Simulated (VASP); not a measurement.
Runs of VASP 6.6.1 on As10Se12S3. The cell holds an amorphous packing of atoms, 25 atoms: a = 8.827 Å, b = 8.964 Å, c = 8.864 Å, α = 87.11°, β = 86.18°, γ = 86.85°. 

```tsv
smearing	gap on the mesh (eV)	pressure (GPa)	largest force (eV/Å)
fermi-dirac 0.05 eV	0.51	-0.5	1.87
fermi-dirac 0.1637 eV	0.14	0.0	3.00
fermi-dirac 0.0655 eV	0.15	(a)	3.64
fermi-dirac 0.1181 eV	0.18	(b)	1.80
```

Alike in all rows: task single point; level PBE+D3(BJ); potentials or basis VASP PAW PBE potentials, release 64 (As, S, Se); no spin polarisation; cell as given; k mesh 1 × 1 × 1, shifted; cutoff (eV) 520.

Problem. Estimate the missing entries.

Solution. (a) 0.3; (b) -2.1.

Caveats: all runs use coarse meshes.

A k mesh can miss the band edges, and the runs leave out spin-orbit coupling on As, Se.
